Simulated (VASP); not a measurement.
# InPd (Pm-3m) in VASP: relaxation of cell and atoms with PBEsol

Aim: the relaxation of cell and atoms of InPd with PBEsol.

All numbers are computed with VASP 6.6.1; they aren't measurements. Logs are shortened: lines on timing, memory, paths and dates and some standing lists are left out, and cuts for length are marked.

## 1. The cell of the first run

Symmetry: Pm-3m, No. 221, cubic system. Conventional cell: a = 3.272 Å, b = 3.272 Å, c = 3.272 Å, α = 90.00°, β = 90.00°, γ = 90.00°. Within 3.7 Å of In (site symmetry m-3m) lie 8 Pd at 2.83 Å and 6 In at 3.27 Å. Pd (site symmetry m-3m) has 8 In at 2.83 Å and 6 Pd at 3.27 Å within 3.7 Å.

## 2. Relaxation of cell and atoms, PBEsol

File INCAR:

```
PREC = Accurate ; ENCUT = 600
EDIFF = 1E-6 ; ISMEAR = -1
SIGMA = 0.1 ; LREAL = F
LASPH = T ; NELM = 100
ALGO = Normal ; ISIF = 3
LWAVE = F ; LCHARG = F
GGA = PS ; IBRION = 2
NSW = 100 ; EDIFFG = -0.002
```

File KPOINTS:

```
Automatic mesh
0
Gamma
  12 12 12
```

File POSCAR:

```
InPd
1.0
    3.2718847800      0.0000000000      0.0000000000
    0.0000000000      3.2718847800      0.0000000000
    0.0000000000      0.0000000000      3.2718847800
In Pd
1 1
Direct
    0.0000000000      0.0000000000      0.0000000000
    0.5000000000      0.5000000000      0.5000000000
```

Potentials or basis: VASP PAW PBE potentials, release 64 (In_d, Pd).

Command:

```bash
cat potpaw_PBE.64/In_d/POTCAR potpaw_PBE.64/Pd/POTCAR > POTCAR
mpirun -np 1 vasp_std > vasp.out
```

OUTCAR:

```text
PREC = Accurate
   ENCUT = 600
   EDIFF = 1E-6
   ISMEAR = -1
   LREAL = F
   LASPH = T
   NELM = 100
   ISIF = 3
   GGA = PS
   IBRION = 2
   NSW = 100
   EDIFFG = -0.002

 ion  position               nearest neighbor table
   1  0.000  0.000  0.000-   2 2.83   2 2.83   2 2.83   2 2.83   2 2.83   2 2.83   2 2.83   2 2.83

   2  0.500  0.500  0.500-   1 2.83   1 2.83   1 2.83   1 2.83   1 2.83   1 2.83   1 2.83   1 2.83

  LATTYP: Found a simple cubic cell.
 ALAT       =     3.2718847800

  Lattice vectors:

 A1 = (   3.2718847800,   0.0000000000,   0.0000000000)
 A2 = (   0.0000000000,   3.2718847800,   0.0000000000)
 A3 = (   0.0000000000,   0.0000000000,   3.2718847800)

Analysis of symmetry for initial positions (statically):
=====================================================================
 Subroutine PRICEL returns:
 Original cell was already a primitive cell.

 Routine SETGRP: Setting up the symmetry group for a
 simple cubic supercell.

 Subroutine GETGRP returns: Found 48 space group operations
 (whereof 48 operations were pure point group operations)
 out of a pool of 48 trial point group operations.

The static configuration has the point symmetry O_h .

Analysis of symmetry for dynamics (positions and initial velocities):
=====================================================================
 Subroutine PRICEL returns:
 Original cell was already a primitive cell.

 Routine SETGRP: Setting up the symmetry group for a
 simple cubic supercell.

 Subroutine GETGRP returns: Found 48 space group operations
 (whereof 48 operations were pure point group operations)
 out of a pool of 48 trial point group operations.

The dynamic configuration has the point symmetry O_h .

 Subroutine INISYM returns: Found 48 space group operations
 (whereof 48 operations are pure point group operations),
 and found     1 'primitive' translations

----------------------------------------------------------------------------------------

                                     Primitive cell

  volume of cell :      35.0263

  direct lattice vectors                    reciprocal lattice vectors
     3.271884780  0.000000000  0.000000000     0.305634234  0.000000000  0.000000000
     0.000000000  3.271884780  0.000000000     0.000000000  0.305634234  0.000000000
     0.000000000  0.000000000  3.271884780     0.000000000  0.000000000  0.305634234

  length of vectors
     3.271884780  3.271884780  3.271884780     0.305634234  0.305634234  0.305634234
[... 118 lines left out ...]
   NGX = 13   NGY = 13   NGZ = 13

--------------------------------------- Ionic step        1  -------------------------------------------

 number of electron      23.0000010 magnetization

 Free energy of the ion-electron system (eV)
  ---------------------------------------------------
  ext. energy  EPLUGINS =         0.00000000
  ---------------------------------------------------
  free energy    TOTEN  =       -10.00637713 eV

  energy without entropy =       -9.98124778  energy(sigma->0) =       -9.99381246

------------------------ aborting loop because EDIFF is reached ----------------------------------------

  FORCE on cell =-STRESS in cart. coord.  units (eV):
  Direction    XX          YY          ZZ          XY          YZ          ZX
  --------------------------------------------------------------------------------------
  -------------------------------------------------------------------------------------
  Total       -0.5773524     -0.5773524     -0.5773524      0.0000000      0.0000000     -0.0000000
  in kB      -26.4093382    -26.4093382    -26.4093382      0.0000000      0.0000000     -0.0000000
  external PRESSURE =     -26.4093382 kB  Pullay stress =       0.0000000 kB
[... 89 lines left out ...]
  FREE ENERGIE OF THE ION-ELECTRON SYSTEM (eV)
  ---------------------------------------------------
  free  energy   TOTEN  =       -10.0126110245 eV

  energy  without entropy=       -9.9883877890  energy(sigma->0) =      -10.00049941

[... ionic steps 4 to 10 ...]

--------------------------------------- Ionic step       11  -------------------------------------------

 number of electron      23.0000006 magnetization

------------------------ aborting loop because EDIFF is reached ----------------------------------------
[... 67 lines left out ...]
--------------------------------------- Ionic step       13  -------------------------------------------

 number of electron      23.0000006 magnetization

 Free energy of the ion-electron system (eV)
  ---------------------------------------------------
  ext. energy  EPLUGINS =         0.00000000
  ---------------------------------------------------
  free energy    TOTEN  =       -10.01261080 eV

  energy without entropy =       -9.98838872  energy(sigma->0) =      -10.00049976

 E-fermi :  10.6741     XC(G=0): -12.5227

 val. band max:       10.6521251677   @ k =   0.4167   0.2500   0.2500
 cond. band min:      10.6966965990   @ k =   0.3333   0.2500   0.0000
 fundamental gap:      0.0445714313
 Fermi energy:        10.6740937680

 k-point     1 :       0.0000    0.0000    0.0000
  band No.  band energies     occupation
      1      -4.2744      2.00000
      2      -4.2744      2.00000
      3      -3.8346      2.00000
      4      -3.8346      2.00000
      5      -3.8346      2.00000
      6       0.3585      2.00000
      7       6.7257      2.00000
      8       6.7257      2.00000
      9       8.3257      2.00000
     10       8.3257      2.00000
     11       8.3257      2.00000
     12      14.8482      0.00000
     13      14.8482      0.00000
     14      14.8482      0.00000
[... 401 lines left out ...]
      2      -4.0936      2.00000
      3      -3.9683      2.00000
      4      -3.9380      2.00000
      5      -3.7264      2.00000
      6       3.9853      2.00000
      7       6.2972      2.00000
      8       7.4410      2.00000
      9       7.7170      2.00000
     10       7.7525      2.00000
     11       7.9809      2.00000
     12       9.8016      1.99968
     13      13.0245      0.00000
     14      15.4682      0.00000
     15      20.0001      0.00000

 [... further k-points ...]

------------------------ aborting loop because EDIFF is reached ----------------------------------------

  FORCE on cell =-STRESS in cart. coord.  units (eV):
  Direction    XX          YY          ZZ          XY          YZ          ZX
  --------------------------------------------------------------------------------------
  -------------------------------------------------------------------------------------
  Total        0.0033201      0.0033201      0.0033201      0.0000000      0.0000000      0.0000000
  in kB        0.1550831      0.1550831      0.1550831      0.0000000      0.0000000      0.0000000
  external PRESSURE =       0.1550831 kB  Pullay stress =       0.0000000 kB
[... 17 lines left out ...]
  FREE ENERGIE OF THE ION-ELECTRON SYSTEM (eV)
  ---------------------------------------------------
  free  energy   TOTEN  =       -10.0126108037 eV

  energy  without entropy=       -9.9883887188  energy(sigma->0) =      -10.00049976

 reached required accuracy - stopping structural energy minimisation
```

CONTCAR:

```text
InPd
   1.00000000000000
     3.2491149084627917    0.0000000000000000    0.0000000000000001
     0.0000000000000000    3.2491149084627917    0.0000000000000000
     0.0000000000000000    0.0000000000000000    3.2491149084627917
  In              Pd
     1     1
Direct
     1.0000000000000000    0.0000000000000000    0.0000000000000000
     0.5000000000000000    0.5000000000000000    0.5000000000000000

  0.00000000E+00  0.00000000E+00  0.00000000E+00
  0.00000000E+00  0.00000000E+00  0.00000000E+00
```

It took 86 s on 1 thread of Intel Xeon 6975P-C (Granite Rapids), shared host; peak memory 0.21 GiB.

What came out:

* Free energy: -10.0126 eV
* Relaxed volume: 17.15 Å³/atom
* Relaxed cell: a = 3.249 Å, b = 3.249 Å, c = 3.249 Å, α = 90.00°, β = 90.00°, γ = 90.00°
* Space group after relaxing (to 0.1 Å): Pm-3m (No. 221)
* Energy gained by relaxing: 3.1 meV/atom
* Ionic steps: 13
* Pressure after relaxing: 0.0 GPa
* Band gap on the k mesh: zero (an odd number of electrons rules out a gap without spin polarisation)

Step by step:
| step | energy change (eV) | largest force (eV/Å) | pressure (GPa) | volume (Å³) |
| --- | --- | --- | --- | --- |
| 1 | 0.0000 | 0.0000 | -2.64 | 35.03 |
| 2 | 0.0005 | 0.0000 | 3.09 | 33.58 |
| 3 | -0.0062 | 0.0000 | 0.09 | 34.30 |
| 4 | -0.0062 | 0.0000 | -0.09 | 34.32 |
| 5 | -0.0062 | 0.0000 | -0.09 | 34.32 |
| 6 | -0.0062 | 0.0000 | -0.08 | 34.32 |
| 7 | -0.0062 | 0.0000 | -0.06 | 34.32 |
| 8 | -0.0062 | 0.0000 | -0.06 | 34.32 |
| 9 | -0.0062 | 0.0000 | -0.07 | 34.32 |
| 10 | -0.0062 | 0.0000 | -0.06 | 34.32 |
| 11 | -0.0062 | 0.0000 | -0.06 | 34.31 |
| 12 | -0.0062 | 0.0000 | -0.05 | 34.31 |
| 13 | -0.0062 | 0.0000 | 0.02 | 34.30 |

Final structure:
```yaml
crystal:
  lattice:
    - [3.24911, 0.00000, 0.00000]
    - [0.00000, 3.24911, 0.00000]
    - [0.00000, 0.00000, 3.24911]
  atoms:
    - { symbol: In, position: [0.00000, 0.00000, 0.00000] }
    - { symbol: Pd, position: [0.50000, 0.50000, 0.50000] }
```

Caveat: the PAW data sets were made with another functional, which shifts forces and pressure a little; spin-orbit coupling is left out, which moves the levels of the heavy elements.
